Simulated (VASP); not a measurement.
BPt3:

```
B Pt
1.0
     7.15724    0.00000    0.00000
    -3.57862    6.19835    0.00000
     0.00000    0.00000    2.75525
B Pt
2 6
Direct
  0.66667 0.33333 0.25000
  0.33333 0.66667 0.75000
  0.39482 0.19741 0.75000
  0.80259 0.19741 0.75000
  0.80259 0.60518 0.75000
  0.60518 0.80259 0.25000
  0.19741 0.80259 0.25000
  0.19741 0.39482 0.25000
```

```yaml
Program: VASP 6.6.1
Task: relaxation of cell and atoms
Functional: r2SCAN
Potentials_or_basis: VASP PAW PBE potentials, release 64 (B, Pt)
Cutoff: 600 eV
k_mesh: 3 × 3 × 6
Occupations: gaussian, width 0.1 eV
Spin: no spin polarisation
```

At the start: pressure -5.2 GPa; volume 15.28 Å³/atom.

Where does the relaxation end?

Over 3 steps the energy falls by 6.5 meV/atom and the volume is 14.95 Å³/atom (-2.2 %); space group P6_3/mmc (No. 194, to 0.05 Å).

Step by step:
| step | energy change (eV) | largest force (eV/Å) | pressure (GPa) | volume (Å³) |
| --- | --- | --- | --- | --- |
| 1 | 0.0000 | 0.2386 | -5.18 | 122.23 |
| 2 | 0.2301 | 0.6279 | 14.38 | 113.68 |
| 3 | -0.0523 | 0.0074 | -0.02 | 119.56 |

Final structure:
```
B Pt
1.0
     7.11646    0.00000    0.00000
    -3.55823    6.16304    0.00000
     0.00000    0.00000    2.72610
B Pt
2 6
Direct
  0.66667 0.33333 0.25000
  0.33333 0.66667 0.75000
  0.39537 0.19768 0.75000
  0.80232 0.19768 0.75000
  0.80232 0.60463 0.75000
  0.60463 0.80232 0.25000
  0.19768 0.80232 0.25000
  0.19768 0.39537 0.25000
```

Caveat: the k points lie up to 0.38 Å⁻¹ apart in the final cell; the PAW data sets were made with another functional, which shifts forces and pressure a little.
